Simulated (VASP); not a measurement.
# Li16Al8Cu (a cell with a defect) in VASP: relaxation of the atoms with PBEsol

Aim: the relaxation of the atoms of Li16Al8Cu (a cell with a defect) with PBEsol.

Program: VASP 6.6.1. These are calculated values, not measurements. Logs are shortened: lines on timing, memory, paths and dates and some standing lists are left out, and cuts for length are marked.

### 1 The cell of the first run

The cell holds a defect, 25 atoms: a = 6.946 Å, b = 6.946 Å, c = 9.169 Å, α = 70.73°, β = 70.73°, γ = 88.19°.

### 2 Relaxation of the atoms, PBEsol

Input file INCAR:

```
  PREC = Accurate
  ENCUT = 520
  EDIFF = 1E-6
  ISMEAR = -1
  SIGMA = 0.15
  LREAL = Auto
  LASPH = T
  NELM = 60
  ALGO = Normal
  ISIF = 2
  LWAVE = F
  LCHARG = F
  GGA = PS
  IBRION = 2
  NSW = 45
  EDIFFG = -0.08
  KPAR = 2
```

Input file KPOINTS:

```
Automatic mesh
0
Gamma
  3 3 2
```

Input file POSCAR:

```
Li16Al8Cu
1.0
    2.2922910000      4.8332400000      4.4308970000
    2.2922910000     -4.8332400000      4.4308970000
    9.1691650000      0.0000000000      0.0000000000
Li Al Cu
16 8 1
Direct
    0.3836075000      0.8663925000      0.1875000000
    0.1163925000      0.6336075000      0.0625000000
    0.0351382000      0.2148618000      0.1875000000
    0.4648618000      0.2851382000      0.0625000000
    0.3836075000      0.8663925000      0.6875000000
    0.1163925000      0.6336075000      0.5625000000
    0.0351382000      0.2148618000      0.6875000000
    0.4648618000      0.2851382000      0.5625000000
    0.8836075000      0.3663925000      0.4375000000
    0.6163925000      0.1336075000      0.3125000000
    0.5351382000      0.7148618000      0.4375000000
    0.9648618000      0.7851382000      0.3125000000
    0.8836075000      0.3663925000      0.9375000000
    0.6163925000      0.1336075000      0.8125000000
    0.5351382000      0.7148618000      0.9375000000
    0.9648618000      0.7851382000      0.8125000000
    0.6999820000      0.5500180000      0.1875000000
    0.8000180000      0.9499820000      0.0625000000
    0.6999820000      0.5500180000      0.6875000000
    0.8000180000      0.9499820000      0.5625000000
    0.1999820000      0.0500180000      0.4375000000
    0.3000180000      0.4499820000      0.3125000000
    0.1999820000      0.0500180000      0.9375000000
    0.3000180000      0.4499820000      0.8125000000
    0.0816619000      0.5619767000      0.2740851000
```

Potentials or basis: VASP PAW PBE potentials, release 64 (Li_sv, Al, Cu).

On the command line:

```console
> cat potpaw_PBE.64/Li_sv/POTCAR potpaw_PBE.64/Al/POTCAR potpaw_PBE.64/Cu/POTCAR > POTCAR
> mpirun -np 2 vasp_std > vasp.out
```

OUTCAR:

```text
PREC = Accurate
   ENCUT = 520
   EDIFF = 1E-6
   ISMEAR = -1
   LREAL = Auto
   LASPH = T
   NELM = 60
   ISIF = 2
   GGA = PS
   IBRION = 2
   NSW = 45
   EDIFFG = -0.08

 ion  position               nearest neighbor table
   1  0.384  0.866  0.188-  18 2.74  22 2.74  21 2.90  23 2.90
   2  0.116  0.634  0.062-  25 1.77  23 2.74  17 2.74  24 2.90  22 2.90
   3  0.035  0.215  0.188-  21 2.79  23 2.79
   4  0.465  0.285  0.062-  22 2.79  24 2.79
   5  0.384  0.866  0.688-  20 2.74  24 2.74  23 2.90  21 2.90
   6  0.116  0.634  0.562-  19 2.74  21 2.74  22 2.90  24 2.90
   7  0.035  0.215  0.688-  21 2.79  23 2.79
   8  0.465  0.285  0.562-  22 2.79  24 2.79
   9  0.884  0.366  0.438-  25 1.84  22 2.74  20 2.74  19 2.90  17 2.90
  10  0.616  0.134  0.312-  17 2.74  21 2.74  20 2.90  18 2.90
  11  0.535  0.715  0.438-  17 2.79  19 2.79
  12  0.965  0.785  0.312-  25 1.81  20 2.79  18 2.79
  13  0.884  0.366  0.938-  18 2.74  24 2.74  19 2.90  17 2.90
  14  0.616  0.134  0.812-  19 2.74  23 2.74  20 2.90  18 2.90
  15  0.535  0.715  0.938-  17 2.79  19 2.79
  16  0.965  0.785  0.812-  18 2.79  20 2.79
  17  0.700  0.550  0.188-  18 2.65  22 2.65   2 2.74  10 2.74  11 2.79  15 2.79  13 2.90   9 2.90
                            25 3.02
  18  0.800  0.950  0.062-  17 2.65  23 2.65   1 2.74  13 2.74  12 2.79  16 2.79  14 2.90  10 2.90
[... 7 lines left out ...]
  22  0.300  0.450  0.312-  25 1.77  21 2.65  17 2.65   9 2.74   1 2.74   4 2.79   8 2.79   6 2.90
                             2 2.90
  23  0.200  0.050  0.938-  18 2.65  24 2.65   2 2.74  14 2.74   7 2.79   3 2.79   1 2.90   5 2.90

  24  0.300  0.450  0.812-  19 2.65  23 2.65   5 2.74  13 2.74   8 2.79   4 2.79   2 2.90   6 2.90

  25  0.082  0.562  0.274-  22 1.77   2 1.77  12 1.81   9 1.84  17 3.02

  LATTYP: Found a base centered monoclinic cell.
 ALAT       =     9.9774638568
 B/A-ratio  =     0.9688313723
 C/A-ratio  =     0.9189875435
 COS(beta)  =    -0.4594937216

  Lattice vectors:

 A1 = (  -2.2922910000,  -4.8332400000,  -4.4308970000)
 A2 = (  -2.2922910000,   4.8332400000,  -4.4308970000)
 A3 = (   9.1691650000,   0.0000000000,   0.0000000000)

Analysis of symmetry for initial positions (statically):
=====================================================================
 Subroutine PRICEL returns:
 Original cell was already a primitive cell.

 Routine SETGRP: Setting up the symmetry group for a
 base centered monoclinic supercell.

 Subroutine GETGRP returns: Found  1 space group operations
 (whereof  1 operations were pure point group operations)
 out of a pool of  4 trial point group operations.

The static configuration has the point symmetry C_1 .

Analysis of symmetry for dynamics (positions and initial velocities):
=====================================================================
 Subroutine PRICEL returns:
 Original cell was already a primitive cell.

 Routine SETGRP: Setting up the symmetry group for a
 base centered monoclinic supercell.

 Subroutine GETGRP returns: Found  1 space group operations
 (whereof  1 operations were pure point group operations)
 out of a pool of  4 trial point group operations.

The dynamic configuration has the point symmetry C_1 .

 Subroutine INISYM returns: Found  1 space group operations
 (whereof  1 operations are pure point group operations),
 and found     1 'primitive' translations

----------------------------------------------------------------------------------------

                                     Primitive cell

  volume of cell :     392.7261

  direct lattice vectors                    reciprocal lattice vectors
     2.292291000  4.833240000  4.430897000     0.000000000  0.103450274  0.112843968
     2.292291000 -4.833240000  4.430897000     0.000000000 -0.103450274  0.112843968
     9.169165000  0.000000000  0.000000000     0.109061185  0.000000000 -0.056421978

  length of vectors
     6.946053207  6.946053207  9.169165000     0.153087296  0.153087296  0.122791619

  position of ions in fractional coordinates (direct lattice)
     0.383607500  0.866392500  0.187500000
     0.116392500  0.633607500  0.062500000
     0.035138200  0.214861800  0.187500000
     0.464861800  0.285138200  0.062500000
     0.383607500  0.866392500  0.687500000
     0.116392500  0.633607500  0.562500000
[... 17 lines left out ...]
     0.300018000  0.449982000  0.812500000
     0.081661900  0.561976700  0.274085100

  ion indices of the primitive-cell ions
   primitive index   ion index
                 1           1
                 2           2
                 3           3
                 4           4
                 5           5
                 6           6
[... 17 lines left out ...]
                24          24
                25          25

----------------------------------------------------------------------------------------

 KPOINTS: Automatic mesh

Automatic generation of k-mesh.
 Grid dimensions read from file:
 generate k-points for:    3    3    2

 Generating k-lattice:

  Cartesian coordinates                     Fractional coordinates (reciprocal lattice)
     0.000000000  0.034483425  0.037614656     0.333333333  0.000000000  0.000000000
     0.000000000 -0.034483425  0.037614656     0.000000000  0.333333333  0.000000000
     0.054530592  0.000000000 -0.028210989     0.000000000  0.000000000  0.500000000

  Length of vectors
     0.051029099  0.051029099  0.061395809

  Shift w.r.t. Gamma in fractional coordinates (k-lattice)
     0.000000000  0.000000000  0.000000000

 Subroutine IBZKPT returns following result:
 ===========================================

 Found     10 irreducible k-points:

 Following reciprocal coordinates:
            Coordinates               Weight
  0.000000  0.000000  0.000000      1.000000
  0.333333  0.000000  0.000000      2.000000
 -0.000000 -0.333333  0.000000      2.000000
  0.333333  0.333333  0.000000      2.000000
 -0.333333  0.333333  0.000000      2.000000
  0.000000  0.000000  0.500000      1.000000
  0.333333  0.000000  0.500000      2.000000
  0.000000 -0.333333  0.500000      2.000000
  0.333333  0.333333  0.500000      2.000000
 -0.333333  0.333333  0.500000      2.000000
   k-points           NKPTS =     10   k-points in BZ     NKDIM =     10   number of bands    NBANDS=     54
   number of dos      NEDOS =    301   number of ions     NIONS =     25
   total plane-waves  NPLWV = 204120
   dimension x,y,z NGX =    54 NGY =   54 NGZ =   70
   dimension x,y,z NGXF=   108 NGYF=  108 NGZF=  140
   ions per type =              16   8   1
   NGX,Y,Z   is equivalent  to a cutoff of  12.92, 12.92, 12.69 a.u.
   NGXF,Y,Z  is equivalent  to a cutoff of  25.85, 25.85, 25.38 a.u.
 SYSTEM =  unknown system
   PREC   = accura    normal or accurate (medium, high low for compatibility)
   ISTART =      0    job   : 0-new  1-cont  2-samecut
   ICHARG =      2    charge: 1-file 2-atom 10-const
   ISPIN  =      1    spin polarized calculation?
   LNONCOLLINEAR =      F non collinear calculations
   LSORBIT =      F    spin-orbit coupling
   LASPH  =      T    aspherical Exc in radial PAW
   ENCUT  =  520.0 eV  38.22 Ry    6.18 a.u.  12.92 12.92 17.05*2*pi/ulx,y,z
   NELM   =     60;   NELMIN=  2; NELMDL= -5     # of ELM steps
   EDIFF  = 0.1E-05   stopping-criterion for ELM
   LREAL  =      T    real-space projection
   EDIFFG = -.8E-01   stopping-criterion for IOM
   NSW    =     45    number of steps for IOM
   IBRION =      2    ionic relax: 0-MD 1-quasi-New 2-CG
   NFREE  =      1    steps in history (QN), initial steepest desc. (CG)
   ISIF   =      2    stress and relaxation
   ISYM   =      2    0-nonsym 1-usesym 2-fastsym
   POTIM  = 0.5000    time-step for ionic-motion
   TEBEG  =    0.0;   TEEND  =   0.0 temperature during run
   PSTRESS=    0.0 pullay stress
   NELECT =      83.0000    total number of electrons
   NUPDOWN=      -1.0000    fix difference up-down
   EMIN   =  10.00;   EMAX   =-10.00  energy-range for DOS
   EFERMI =   0.00;   METHOD = LEGACY
   ISMEAR =    -1;   SIGMA  =   0.15  broadening in eV -4-tet -1-fermi 0-gaus
   EFERMI_NEDOS =   21; number of points for ismear=-14 and -15
   IALGO  =     38    algorithm
   IMIX   =      4    mixing-type and parameters
     AMIX     =   0.40;   BMIX     =  1.00
     AMIX_MAG =   1.60;   BMIX_MAG =  1.00
  volume/ion in A,a.u.               =      15.71       106.01
  Fermi-wavevector in a.u.,A,eV,Ry     =   0.975149  1.842764 12.937989  0.950915
  Thomas-Fermi vector in A             =   2.105665
   LORBIT       =      0    0 simple, 1 ext, 2 COOP (PROOUT), +10 PAW based schemes
   GGA     = PS    functional components
   LHFCALC =     F    Hartree Fock is set to
   AEXX    =    0.0000 exact exchange contribution
   IVDW    =     0    specifies the selected vdW correction
   LEPSILON=     F    determine dielectric tensor
   LRPA    =     F    only Hartree local field effects (RPA)
 conjugate gradient relaxation of ions
 non-spin polarized calculation
  energy-cutoff  :      520.00
  volume of cell :      392.73
 maximum number of plane-waves:     10600
 NGX is ok and might be reduce to    54
   NGX = 25   NGY = 25   NGZ = 35

--------------------------------------- Ionic step        1  -------------------------------------------

 number of electron      83.0000042 magnetization

 Free energy of the ion-electron system (eV)
  ---------------------------------------------------
  ext. energy  EPLUGINS =         0.00000000
  ---------------------------------------------------
  free energy    TOTEN  =       -66.79365659 eV

  energy without entropy =      -66.37646603  energy(sigma->0) =      -66.58506131

------------------------ aborting loop because EDIFF is reached ----------------------------------------

  FORCE on cell =-STRESS in cart. coord.  units (eV):
  Direction    XX          YY          ZZ          XY          YZ          ZX
  --------------------------------------------------------------------------------------
  -------------------------------------------------------------------------------------
  Total        8.9777438     19.3040162      7.8675293      3.6787967      1.8040401     -1.9220560
  in kB       36.6258733     78.7532449     32.0966091     15.0081296      7.3598163     -7.8412775
  external PRESSURE =      49.1585758 kB  Pullay stress =       0.0000000 kB
[... 158 lines left out ...]
  FREE ENERGIE OF THE ION-ELECTRON SYSTEM (eV)
  ---------------------------------------------------
  free  energy   TOTEN  =       -69.5643821890 eV

  energy  without entropy=      -69.1563804432  energy(sigma->0) =      -69.36038132

[... ionic steps 4 to 19 ...]

--------------------------------------- Ionic step       20  -------------------------------------------

 number of electron      83.0000027 magnetization

------------------------ aborting loop because EDIFF is reached ----------------------------------------
[... 113 lines left out ...]
--------------------------------------- Ionic step       22  -------------------------------------------

 number of electron      83.0000004 magnetization

 Free energy of the ion-electron system (eV)
  ---------------------------------------------------
  ext. energy  EPLUGINS =         0.00000000
  ---------------------------------------------------
  free energy    TOTEN  =       -71.41218099 eV

  energy without entropy =      -70.98635353  energy(sigma->0) =      -71.19926726

 E-fermi :   3.4778     XC(G=0):  -8.7733

 val. band max:        3.3833695881   @ k =   0.0000   0.0000   0.5000
 cond. band min:       3.4991851769   @ k =   0.3333   0.3333   0.0000
 fundamental gap:      0.1158155889
 Fermi energy:         3.4777684568

 k-point     1 :       0.0000    0.0000    0.0000
  band No.  band energies     occupation
      1     -42.0127      2.00000
      2     -41.9761      2.00000
      3     -41.9567      2.00000
      4     -41.9491      2.00000
      5     -41.9099      2.00000
      6     -41.8878      2.00000
[... 549 lines left out ...]
     52       6.0158      0.00000
     53       6.1238      0.00000
 [bands above 53 left out]

------------------------ aborting loop because EDIFF is reached ----------------------------------------

  FORCE on cell =-STRESS in cart. coord.  units (eV):
  Direction    XX          YY          ZZ          XY          YZ          ZX
  --------------------------------------------------------------------------------------
  -------------------------------------------------------------------------------------
  Total        3.9700484      1.0616842      1.1394307     -2.4357450     -1.9357470      0.3045403
  in kB       16.1963290      4.3312787      4.6484556     -9.9369385     -7.8971318      1.2424119
  external PRESSURE =       8.3920211 kB  Pullay stress =       0.0000000 kB
[... 40 lines left out ...]
  FREE ENERGIE OF THE ION-ELECTRON SYSTEM (eV)
  ---------------------------------------------------
  free  energy   TOTEN  =       -71.4121809916 eV

  energy  without entropy=      -70.9863535260  energy(sigma->0) =      -71.19926726

 reached required accuracy - stopping structural energy minimisation
```

It took 30 min on 2 MPI ranks of Intel Xeon Platinum 8559C (Emerald Rapids), shared host; peak memory 0.57 GiB.

What came out:

```yaml
Free_energy: -71.4122 eV
Energy_gained_by_relaxing: 184.7 meV/atom
Ionic_steps: 22
Largest_force_after_relaxing: 0.074 eV/Å
Band_gap_on_the_k_mesh: zero (an odd number of electrons rules out a gap without spin polarisation)
```

Forces in eV/Å, atoms in the order of the input:
```
Li   0.025 -0.015 -0.004
Li  -0.033  0.010 -0.066
Li   0.009  0.021  0.007
Li   0.001 -0.024  0.019
Li  -0.008 -0.016  0.038
Li   0.043  0.021  0.038
Li   0.008  0.029  0.002
Li  -0.015 -0.047  0.048
Li  -0.028 -0.008  0.018
Li   0.012 -0.004  0.012
Li   0.024 -0.031  0.043
Li   0.041 -0.003 -0.023
Li  -0.004  0.029 -0.006
Li   0.020  0.009  0.010
Li  -0.040 -0.048 -0.012
Li   0.059 -0.001 -0.045
Al  -0.021  0.026 -0.003
Al   0.019  0.031 -0.003
Al  -0.030 -0.036  0.014
Al   0.017  0.022 -0.047
Al   0.000  0.001 -0.028
Al  -0.030 -0.067  0.003
Al  -0.003  0.055 -0.010
Al  -0.010  0.064  0.014
Cu  -0.058 -0.020 -0.021
```

The path:
| step | energy change (eV) | largest force (eV/Å) | pressure (GPa) |
| --- | --- | --- | --- |
| 1 | 0.0000 | 10.9870 | 4.92 |
| 2 | -2.6760 | 3.3393 | 2.36 |
| 3 | -2.7707 | 3.5809 | 2.41 |
| 4 | -2.7896 | 3.5047 | 2.34 |
| 5 | -3.9016 | 1.3278 | 1.57 |
| 6 | -4.1045 | 0.9649 | 1.30 |
| 7 | -4.1343 | 0.9502 | 1.32 |
| 8 | -4.2844 | 0.5010 | 1.22 |
| 9 | -4.3593 | 0.5824 | 1.20 |
| 10 | -4.4172 | 0.2566 | 1.13 |
| 11 | -4.4319 | 0.3546 | 1.11 |
| 12 | -4.4659 | 0.2409 | 1.10 |
| 13 | -4.4957 | 0.2990 | 1.11 |
| 14 | -4.5173 | 0.1962 | 1.08 |
| 15 | -4.5278 | 0.2685 | 1.06 |
| 16 | -4.5470 | 0.1830 | 1.03 |
| 17 | -4.5554 | 0.2435 | 0.99 |
| 18 | -4.5683 | 0.1484 | 0.97 |
| 19 | -4.5764 | 0.1933 | 0.96 |
| 20 | -4.5928 | 0.1231 | 0.91 |
| 21 | -4.6028 | 0.1731 | 0.87 |
| 22 | -4.6185 | 0.0742 | 0.84 |

Final structure:
```
CELL_PARAMETERS angstrom
2.29229 4.83324 4.43090
2.29229 -4.83324 4.43090
9.16916 0.00000 0.00000
ATOMIC_POSITIONS crystal
Li 0.37963 0.85772 0.20371
Li 0.14737 0.65809 0.97708
Li 0.05907 0.27617 0.18131
Li 0.46442 0.27702 0.05940
Li 0.38382 0.84990 0.67912
Li 0.10586 0.62687 0.54513
Li 0.03691 0.19325 0.70545
Li 0.46109 0.24844 0.57508
Li 0.87246 0.34905 0.46770
Li 0.61091 0.12355 0.31501
Li 0.55027 0.68152 0.44265
Li 0.94003 0.90078 0.30712
Li 0.88300 0.35483 0.94457
Li 0.61215 0.12661 0.81856
Li 0.53695 0.70585 0.95973
Li 0.95250 0.77704 0.79633
Al 0.73595 0.53834 0.19062
Al 0.79863 0.94087 0.05672
Al 0.69409 0.54266 0.70644
Al 0.77916 0.95365 0.58203
Al 0.19143 0.04137 0.44498
Al 0.32437 0.43354 0.32103
Al 0.19754 0.03822 0.96228
Al 0.29909 0.43531 0.79580
Cu 0.06495 0.63133 0.23622
```

Caveat: the k points lie up to 0.39 Å⁻¹ apart, too coarse for converged energies and pressures of a metal; the cutoff is under 1.25 times the usual one of these potentials, so pressure, stress and relaxed cells hold a basis-set (Pulay) error; the PAW data sets were made with another functional, which shifts forces and pressure a little; the relaxation stopped at a loose force limit of 0.08 eV/Å, so its end isn't a converged minimum.

The gap in the log of VASP goes by the Fermi energy; the results here count the filled bands.